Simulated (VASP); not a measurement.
# SrCl2 in VASP: a series of runs

SrCl2 is run at these levels: PBEsol; tasks: single point.

Program: VASP 6.6.1. These are calculated values, not measurements. Logs are shortened: lines on timing, memory, paths and dates and some standing lists are left out, and cuts for length are marked.

## (1) The cell of the first run

Symmetry: Fm-3m, No. 225, cubic system. Conventional cell: a = 6.876 Å, b = 6.876 Å, c = 6.876 Å, α = 90.00°, β = 90.00°, γ = 90.00°. Within 3.9 Å of Sr (site symmetry m-3m) lie 8 Cl at 2.98 Å. Within 3.9 Å of Cl (site symmetry -43m) lie 4 Sr at 2.98 Å and 6 Cl at 3.44 Å.

## (2) Single point, PBEsol

The input, INCAR:

```
SYSTEM = SrCl2
PREC = Accurate
ENCUT = 520
EDIFF = 1E-6
ISMEAR = 0
SIGMA = 0.01
LREAL = .FALSE.
LASPH = .TRUE.
NELM = 100
ALGO = Normal
ISIF = 2
LWAVE = .FALSE.
LCHARG = .FALSE.
GGA = PS
NBANDS = 19
```

The input, KPOINTS:

```
regular mesh
0
G
  6 6 6
  0 0 0
```

The input, POSCAR:

```
SrCl2
1.0
    0.0000000000      3.4380443773      3.4380443773
    3.4380443773      0.0000000000      3.4380443773
    3.4380443773      3.4380443773      0.0000000000
Sr Cl
1 2
Direct
    0.0000000000      0.0000000000      0.0000000000
    0.2500000000      0.2500000000      0.2500000000
    0.7500000000      0.7500000000      0.7500000000
```

Potentials or basis: VASP PAW PBE potentials, release 64 (Sr_sv, Cl).

Started as:

```console
$ cat potpaw_PBE.64/Sr_sv/POTCAR potpaw_PBE.64/Cl/POTCAR > POTCAR
$ mpirun -np 1 vasp_std > vasp.out
```

OUTCAR:

```text
SYSTEM = SrCl2
   PREC = Accurate
   ENCUT = 520
   EDIFF = 1E-6
   ISMEAR = 0
   LREAL = .FALSE.
   LASPH = .TRUE.
   NELM = 100
   ISIF = 2
   GGA = PS

 ion  position               nearest neighbor table
   1  0.000  0.000  0.000-   3 2.98   3 2.98   3 2.98   2 2.98   3 2.98   2 2.98   2 2.98   2 2.98

   2  0.250  0.250  0.250-   1 2.98   1 2.98   1 2.98   1 2.98
   3  0.750  0.750  0.750-   1 2.98   1 2.98   1 2.98   1 2.98

  LATTYP: Found a face centered cubic cell.
 ALAT       =     6.8760887546

  Lattice vectors:

 A1 = (   0.0000000000,   3.4380443773,   3.4380443773)
 A2 = (   3.4380443773,   0.0000000000,   3.4380443773)
 A3 = (   3.4380443773,   3.4380443773,   0.0000000000)

Analysis of symmetry for initial positions (statically):
=====================================================================
 Subroutine PRICEL returns:
 Original cell was already a primitive cell.

 Routine SETGRP: Setting up the symmetry group for a
 face centered cubic supercell.

 Subroutine GETGRP returns: Found 48 space group operations
 (whereof 48 operations were pure point group operations)
 out of a pool of 48 trial point group operations.

The static configuration has the point symmetry O_h .

Analysis of symmetry for dynamics (positions and initial velocities):
=====================================================================
 Subroutine PRICEL returns:
 Original cell was already a primitive cell.

 Routine SETGRP: Setting up the symmetry group for a
 face centered cubic supercell.

 Subroutine GETGRP returns: Found 48 space group operations
 (whereof 48 operations were pure point group operations)
 out of a pool of 48 trial point group operations.

The dynamic configuration has the point symmetry O_h .

 Subroutine INISYM returns: Found 48 space group operations
 (whereof 48 operations are pure point group operations),
 and found     1 'primitive' translations

----------------------------------------------------------------------------------------

                                     Primitive cell

  volume of cell :      81.2764

  direct lattice vectors                    reciprocal lattice vectors
     0.000000000  3.438044377  3.438044377    -0.145431514  0.145431514  0.145431514
     3.438044377  0.000000000  3.438044377     0.145431514 -0.145431514  0.145431514
     3.438044377  3.438044377  0.000000000     0.145431514  0.145431514 -0.145431514

  length of vectors
     4.862128986  4.862128986  4.862128986     0.251894772  0.251894772  0.251894772

  position of ions in fractional coordinates (direct lattice)
     0.000000000  0.000000000  0.000000000
     0.250000000  0.250000000  0.250000000
     0.750000000  0.750000000  0.750000000

  ion indices of the primitive-cell ions
   primitive index   ion index
                 1           1
                 2           2
                 3           3

----------------------------------------------------------------------------------------

 KPOINTS: regular mesh

Automatic generation of k-mesh.
 Grid dimensions read from file:
 generate k-points for:    6    6    6

 Generating k-lattice:

  Cartesian coordinates                     Fractional coordinates (reciprocal lattice)
    -0.024238586  0.024238586  0.024238586     0.166666667  0.000000000  0.000000000
     0.024238586 -0.024238586  0.024238586     0.000000000  0.166666667  0.000000000
     0.024238586  0.024238586 -0.024238586     0.000000000  0.000000000  0.166666667

  Length of vectors
     0.041982462  0.041982462  0.041982462

  Shift w.r.t. Gamma in fractional coordinates (k-lattice)
     0.000000000  0.000000000  0.000000000

 Subroutine IBZKPT returns following result:
 ===========================================

 Found     16 irreducible k-points:

 Following reciprocal coordinates:
            Coordinates               Weight
  0.000000  0.000000  0.000000      1.000000
  0.166667  0.000000  0.000000      8.000000
  0.333333  0.000000  0.000000      8.000000
  0.500000  0.000000  0.000000      4.000000
  0.166667  0.166667  0.000000      6.000000
  0.333333  0.166667  0.000000     24.000000
[... 8 lines left out ...]
 -0.333333  0.333333  0.166667     24.000000
 -0.333333  0.500000  0.166667     12.000000
   k-points           NKPTS =     16   k-points in BZ     NKDIM =     16   number of bands    NBANDS=     19
   number of dos      NEDOS =    301   number of ions     NIONS =      3
   total plane-waves  NPLWV =  46656
   dimension x,y,z NGX =    36 NGY =   36 NGZ =   36
   dimension x,y,z NGXF=    72 NGYF=   72 NGZF=   72
   ions per type =               1   2
   NGX,Y,Z   is equivalent  to a cutoff of  12.31, 12.31, 12.31 a.u.
   NGXF,Y,Z  is equivalent  to a cutoff of  24.62, 24.62, 24.62 a.u.
 SYSTEM =  SrCl2
   PREC   = accura    normal or accurate (medium, high low for compatibility)
   ISTART =      0    job   : 0-new  1-cont  2-samecut
   ICHARG =      2    charge: 1-file 2-atom 10-const
   ISPIN  =      1    spin polarized calculation?
   LNONCOLLINEAR =      F non collinear calculations
   LSORBIT =      F    spin-orbit coupling
   LASPH  =      T    aspherical Exc in radial PAW
   ENCUT  =  520.0 eV  38.22 Ry    6.18 a.u.   9.04  9.04  9.04*2*pi/ulx,y,z
   NELM   =    100;   NELMIN=  2; NELMDL= -5     # of ELM steps
   EDIFF  = 0.1E-05   stopping-criterion for ELM
   LREAL  =      F    real-space projection
   EDIFFG = 0.1E-04   stopping-criterion for IOM
   NSW    =      0    number of steps for IOM
   IBRION =     -1    ionic relax: 0-MD 1-quasi-New 2-CG
   NFREE  =      0    steps in history (QN), initial steepest desc. (CG)
   ISIF   =      2    stress and relaxation
   ISYM   =      2    0-nonsym 1-usesym 2-fastsym
   POTIM  = 0.5000    time-step for ionic-motion
   TEBEG  =    0.0;   TEEND  =   0.0 temperature during run
   PSTRESS=    0.0 pullay stress
   NELECT =      24.0000    total number of electrons
   NUPDOWN=      -1.0000    fix difference up-down
   EMIN   =  10.00;   EMAX   =-10.00  energy-range for DOS
   EFERMI =   0.00;   METHOD = LEGACY
   ISMEAR =     0;   SIGMA  =   0.01  broadening in eV -4-tet -1-fermi 0-gaus
   EFERMI_NEDOS =   21; number of points for ismear=-14 and -15
   IALGO  =     38    algorithm
   IMIX   =      4    mixing-type and parameters
     AMIX     =   0.40;   BMIX     =  1.00
     AMIX_MAG =   1.60;   BMIX_MAG =  1.00
  volume/ion in A,a.u.               =      27.09       182.83
  Fermi-wavevector in a.u.,A,eV,Ry     =   1.090160  2.060105 16.169842  1.188450
  Thomas-Fermi vector in A             =   2.226379
   LORBIT       =      0    0 simple, 1 ext, 2 COOP (PROOUT), +10 PAW based schemes
   GGA     = PS    functional components
   LHFCALC =     F    Hartree Fock is set to
   AEXX    =    0.0000 exact exchange contribution
   IVDW    =     0    specifies the selected vdW correction
   LEPSILON=     F    determine dielectric tensor
   LRPA    =     F    only Hartree local field effects (RPA)
 non-spin polarized calculation
 Gauss-broadening in eV      SIGMA  =   0.01
  energy-cutoff  :      520.00
  volume of cell :       81.28
 maximum number of plane-waves:      2202
   NGX = 19   NGY = 19   NGZ = 19

 number of electron      24.0000000 magnetization

 Free energy of the ion-electron system (eV)
  ---------------------------------------------------
  ext. energy  EPLUGINS =         0.00000000
  ---------------------------------------------------
  free energy    TOTEN  =       -13.33921349 eV

  energy without entropy =      -13.33921349  energy(sigma->0) =      -13.33921349

 E-fermi :   0.5144     XC(G=0):  -8.6864

 val. band max:        0.3771782168   @ k =   0.5000   0.5000   0.0000
 cond. band min:       5.6705922844   @ k =   0.0000   0.0000   0.0000
 fundamental gap:      5.2934140676
 Fermi energy:         0.5144278503

 k-point     1 :       0.0000    0.0000    0.0000
  band No.  band energies     occupation
      1     -32.2867      2.00000
      2     -14.3244      2.00000
      3     -14.3244      2.00000
      4     -14.3244      2.00000
      5     -13.0614      2.00000
      6     -12.0993      2.00000
[... 11 lines left out ...]
     18       9.3227      0.00000
     19       9.9134      0.00000

 k-point     2 :       0.1667    0.0000    0.0000
  band No.  band energies     occupation
      1     -32.2857      2.00000
      2     -14.4546      2.00000
      3     -14.3289      2.00000
      4     -14.3289      2.00000
      5     -12.8626      2.00000
      6     -12.1630      2.00000
[... 11 lines left out ...]
     18       9.1591      0.00000
     19      10.3165      0.00000

 k-point     3 :       0.3333    0.0000    0.0000
  band No.  band energies     occupation
      1     -32.2835      2.00000
      2     -14.6401      2.00000
      3     -14.3379      2.00000
      4     -14.3379      2.00000
      5     -12.6263      2.00000
      6     -12.1908      2.00000
[... 11 lines left out ...]
     18       9.0614      0.00000
     19       9.5679      0.00000

 k-point     4 :       0.5000    0.0000    0.0000
  band No.  band energies     occupation
      1     -32.2824      2.00000
      2     -14.7121      2.00000
      3     -14.3423      2.00000
      4     -14.3423      2.00000
      5     -12.6155      2.00000
      6     -12.1114      2.00000
[... 231 lines left out ...]
     18       9.2135      0.00000
     19      10.2711      0.00000

 k-point    15 :      -0.3333    0.3333    0.1667
  band No.  band energies     occupation
      1     -32.2813      2.00000
      2     -14.6312      2.00000
      3     -14.5425      2.00000
      4     -14.3590      2.00000
      5     -12.3433      2.00000
      6     -12.2234      2.00000
[... 11 lines left out ...]
     18       9.6542      0.00000
     19      10.3185      0.00000

 k-point    16 :      -0.3333    0.5000    0.1667
  band No.  band energies     occupation
      1     -32.2809      2.00000
      2     -14.7005      2.00000
      3     -14.4895      2.00000
      4     -14.3680      2.00000
      5     -12.3484      2.00000
      6     -12.1841      2.00000
[... 11 lines left out ...]
     18      10.0872      0.00000
     19      10.4703      0.00000

------------------------ aborting loop because EDIFF is reached ----------------------------------------

  FORCE on cell =-STRESS in cart. coord.  units (eV):
  Direction    XX          YY          ZZ          XY          YZ          ZX
  --------------------------------------------------------------------------------------
  -------------------------------------------------------------------------------------
  Total        0.3518086      0.3518086      0.3518086      0.0000000      0.0000000     -0.0000000
  in kB        6.9350972      6.9350972      6.9350972      0.0000000      0.0000000     -0.0000000
  external PRESSURE =       6.9350972 kB  Pullay stress =       0.0000000 kB

 VOLUME and BASIS-vectors are now :
 -----------------------------------------------------------------------------
  energy-cutoff  :      520.00
  volume of cell :       81.28
      direct lattice vectors                 reciprocal lattice vectors
     0.000000000  3.438044377  3.438044377    -0.145431514  0.145431514  0.145431514
     3.438044377  0.000000000  3.438044377     0.145431514 -0.145431514  0.145431514
     3.438044377  3.438044377  0.000000000     0.145431514  0.145431514 -0.145431514

 POSITION                                       TOTAL-FORCE (eV/Angst)
 -----------------------------------------------------------------------------------
      0.00000      0.00000      0.00000        -0.000000     -0.000000     -0.000000
      1.71902      1.71902      1.71902        -0.000000     -0.000000     -0.000000
      5.15707      5.15707      5.15707         0.000000      0.000000      0.000000
 -----------------------------------------------------------------------------------
    total drift:                                0.000000      0.000000      0.000000

  FREE ENERGIE OF THE ION-ELECTRON SYSTEM (eV)
  ---------------------------------------------------
  free  energy   TOTEN  =       -13.3392134906 eV

  energy  without entropy=      -13.3392134906  energy(sigma->0) =      -13.33921349
```

Wall time 11 s (1 thread of Intel Xeon 6975P-C (Granite Rapids), shared host); peak memory 0.2 GiB.

What came out:

| Item | Value |
| --- | --- |
| Free energy | -13.3392 eV |
| Pressure | 0.7 GPa |
| Band gap on the k mesh | 5.29 eV (least direct gap 5.33 eV) |

Caveat: the PAW data sets were made with another functional, which shifts forces and pressure a little. A k mesh can miss the band edges.

(Part 1 of 2 ends here.)
